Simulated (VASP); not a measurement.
A run of VASP 6.6.1:

File INCAR:

```
SYSTEM = Rh
PREC = Accurate ; ENCUT = 600
EDIFF = 1E-7 ; ISMEAR = -1
SIGMA = 0.1 ; LREAL = .FALSE.
LASPH = .TRUE. ; NELM = 80
ALGO = Normal ; ISIF = 3
LWAVE = .FALSE. ; LCHARG = .FALSE.
GGA = RP ; IBRION = 2
NSW = 80 ; EDIFFG = -0.01
```

File KPOINTS:

```
regular mesh
0
G
  10 10 10
  0 0 0
```

File POSCAR:

```
Rh
1.0
    0.0000000000      2.6478639740      2.6478639740
    2.6478639740      0.0000000000      2.6478639740
    2.6478639740      2.6478639740      0.0000000000
Rh
2
Direct
    0.1250000000      0.1250000000      0.1250000000
    0.8750000000      0.8750000000      0.8750000000
```

Potentials or basis: VASP PAW PBE potentials, release 64 (Rh_pv).

Launch:

```bash
$ cat potpaw_PBE.64/Rh_pv/POTCAR > POTCAR
$ mpirun -np 1 vasp_std > vasp.out
```

Hardware: 1 thread of Intel Xeon 8259CL (shared host).

Question: How long does it take, and how much memory?

Answer: Run time: 3.3 min on 1 thread of Intel Xeon 8259CL, with other jobs on the host, peak memory 0.19 GiB. Counts: scf iterations 51, k points 47, ion steps 6.
